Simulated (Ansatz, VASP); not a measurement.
# Two plane-wave programs on MoS2

```xyz
3
Lattice="3.2275 0.0000 0.0000 -1.6137 2.7951 0.0000 0.0000 0.0000 6.3125" Properties=species:S:1:pos:R:3 pbc="T T T"
Mo    0.0000    0.0000    3.1562
S     0.0000    1.8634    1.6117
S     1.6137    0.9317    4.7008
```

Alike in both runs: task relaxation of cell and atoms; functional BLYP; dispersion D3(BJ); k mesh 10 × 10 × 5; occupations fermi-dirac, width 0.15 eV; no spin polarisation.

|  | VASP | Ansatz |
| --- | --- | --- |
| version | VASP 6.6.1 | Ansatz 0.2.0 |
| potentials or method | VASP PAW PBE potentials, release 64 (Mo_sv, S), cutoff 600 eV | plane waves, PAW |
| valence electrons in the cell | 26 | 26 |

Ansatz gave:

```
relaxed volume (Å³/atom)                                        : 16.99
relaxed length of the cell vector where the two differ most in proportion (Å) : 5.609
```

Problem. What did VASP give for the same quantities?

Solution. Relaxed volume (Å³/atom): 17.00; relaxed length of the cell vector where the two differ most in proportion (Å): 5.615.

VASP's potentials were made for PBE, not for BLYP.
